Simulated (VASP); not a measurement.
Input of a VASP 6.6.1 run:

INCAR

```
SYSTEM = Zn
  PREC = Accurate
  ENCUT = 520
  EDIFF = 1E-7
  ISMEAR = -1
  SIGMA = 0.06122561905347299
  LREAL = .False.
  LASPH = .True.
  NELM = 100
  ALGO = Normal
  ISIF = 2
  LWAVE = .False.
  LCHARG = .True.
  GGA = PE
  LELF = .True.
  LVHAR = .True.
  NBANDS = 12
```

KPOINTS

```
regular mesh
0
Gamma
  21 21 21
  0 0 0
```

The input POSCAR:

```
Zn
1.0
    2.5956669445      0.0000000000      0.0000000000
    0.0000000000      2.5956669445      0.0000000000
    0.0000000000      0.0000000000      2.5956669445
Zn
1
Direct
    0.0000000000      0.0000000000      0.0000000000
```

Potentials or basis: VASP PAW PBE potentials, release 64 (Zn).

Command:

```console
$ cat potpaw_PBE.64/Zn/POTCAR > POTCAR
$ mpirun -np 1 vasp_std > vasp.out
```

(1) Predict the band gap on the k mesh.

(2) Predict the pressure.

Answers

(1) zero (band 6 reaches 7.28 eV, above the bottom of band 7 at -0.31 eV).

(2) 2.3 GPa.
